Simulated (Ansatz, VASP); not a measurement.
Si in VASP and in Ansatz

File INCAR:

```
ALGO = Normal ; DIPOL = 0.5 0.5 0.374
EDIFF = 1E-6 ; ENCUT = 520
GGA = PE ; IDIPOL = 3
ISIF = 2 ; ISMEAR = 0
IVDW = 12 ; LASPH = True
LCHARG = False ; LDIPOL = True
LREAL = False ; LWAVE = False
NBANDS = 16 ; NELM = 60
PREC = Accurate ; SIGMA = 0.1
```

The input KPOINTS:

```
k-points
0
Gamma
  9 9 1
```

The input POSCAR:

```
Si
1.0
    3.8475254730      0.0000000000      0.0000000000
   -1.9237627365      3.3320548013      0.0000000000
    0.0000000000      0.0000000000     18.4415958255
Si
4
Direct
    0.3333333333      0.6666666667      0.2695427207
    0.6666666667      0.3333333333      0.2440135899
    0.1666666667      1.3333333333      0.5038390340
    0.5000000000      1.0000000000      0.4783099031
```

Input for Ansatz:

```yaml
crystal:
  lattice:
    - [3.847525473, 0.0, 0.0]
    - [-1.9237627365, 3.3320548013, 0.0]
    - [0.0, 0.0, 18.4415958255]
  atoms:
    - { symbol: Si, position: [0.3333333333, 0.6666666667, 0.2695427207] }
    - { symbol: Si, position: [0.6666666667, 0.3333333333, 0.2440135899] }
    - { symbol: Si, position: [0.1666666667, 1.3333333333, 0.503839034] }
    - { symbol: Si, position: [0.5, 1.0, 0.4783099031] }
basis:
  ecutwfc: 420
kpoints:
  mp_grid: { grid: [9, 9, 1] }
hamiltonian:
  xc: pbe
  pseudopotentials: { kind: paw, azcp: { folder: soft_1 } }
  dispersion: d3bj
scf:
  occupations: { method: gaussian, width: 0.1 }
output:
  forces: true
  eigenvalues: true
efield:
  axis: 3
  dipole_correction: true
  ramp_width: 0.04
```

Alike in both runs: task single point; functional PBE; dispersion D3(BJ); k mesh 9 × 9 × 1; occupations gaussian, width 0.1 eV; no spin polarisation.

|  | VASP | Ansatz |
| --- | --- | --- |
| version | VASP 6.6.1 | Ansatz 0.2.0 |
| potentials or method | VASP PAW PBE potentials, release 64 (Si), cutoff 520 eV | scalar-relativistic, plane waves, PAW |
| valence electrons in the cell | 16 | 16 |

```tsv
	VASP	Ansatz	Ansatz less VASP
gap on the k mesh at the Fermi level (eV)	0.40	0.40	0.000
least direct gap on the mesh (eV)	0.40	0.40	0.000
rms of the force components (eV/Å)	0.083	0.085	+0.0016
```

Atom by atom the forces differ by 0.003 eV/Å (rms over components).
